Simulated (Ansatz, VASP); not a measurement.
BN in VASP and in Ansatz

Contents of INCAR:

```
PREC     = Accurate       # precision mode
ENCUT    = 600            # plane-wave cutoff, eV
EDIFF    = 1E-7           # SCF threshold, eV
ISMEAR   = 0              # smearing method
SIGMA    = 0.1            # smearing width, eV
LREAL    = False          # projectors in reciprocal space
LASPH    = True           # aspherical terms in the spheres
NELM     = 120            # most SCF steps
ALGO     = Normal         # electronic algorithm
ISIF     = 3              # what is computed and relaxed
LWAVE    = False          # write WAVECAR
LCHARG   = False          # write CHGCAR
IBRION   = 2              # ionic algorithm
NSW      = 100            # ionic steps
EDIFFG   = -0.05          # ionic threshold
GGA_COMPAT= False        
NELMIN   = 4
```

File KPOINTS:

```
regular mesh
0
Gamma
  10 10 10
```

POSCAR

```
BN
1.0
    0.0000000000      1.8075000000      1.8075000000
    1.8075000000      0.0000000000      1.8075000000
    1.8075000000      1.8075000000      0.0000000000
B N
1 1
Direct
    0.0000000000      0.0000000000      0.0000000000
    0.2500000000      0.2500000000      0.2500000000
```

Input for Ansatz:

```yaml
crystal:
  lattice:
    - [0.0, 1.8075, 1.8075]
    - [1.8075, 0.0, 1.8075]
    - [1.8075, 1.8075, 0.0]
  atoms:
    - { symbol: B, position: [0.0, 0.0, 0.0] }
    - { symbol: "N", position: [0.25, 0.25, 0.25] }
basis:
  ecutwfc: 420
kpoints:
  mp_grid: { grid: [10, 10, 10] }
hamiltonian:
  xc: lda
scf:
  occupations: { method: gaussian, width: 0.1 }
output:
  forces: true
  stress: true
  eigenvalues: true
relax:
  adjacent_minimum: "off"
  f_tol: 0.05
  max_steps: 80
  cell: { stress_tol: 0.5 }
```

Alike in both runs: task relaxation of cell and atoms; functional LDA; k mesh 10 × 10 × 10; occupations gaussian, width 0.1 eV; no spin polarisation.

|  | VASP | Ansatz |
| --- | --- | --- |
| version | VASP 6.6.1 | Ansatz 0.2.0 |
| potentials or method | VASP PAW LDA potentials, release 64 (B, N), cutoff 600 eV | scalar-relativistic, plane waves, PAW |
| valence electrons in the cell | 8 | 8 |

|  | VASP | Ansatz | Ansatz less VASP |
| --- | --- | --- | --- |
| gap on the k mesh at the Fermi level, each at its own relaxed structure (eV) | 4.38 | 4.39 | +0.015 |
| relaxed volume (Å³/atom) | 5.75 | 5.74 | -0.008 |
| relaxed cell length with the largest relative difference (Å) | 2.533 | 2.532 | -0.0012 |

LDA's correlation is that of Perdew and Zunger in VASP and of Perdew and Wang (1992) in Ansatz.
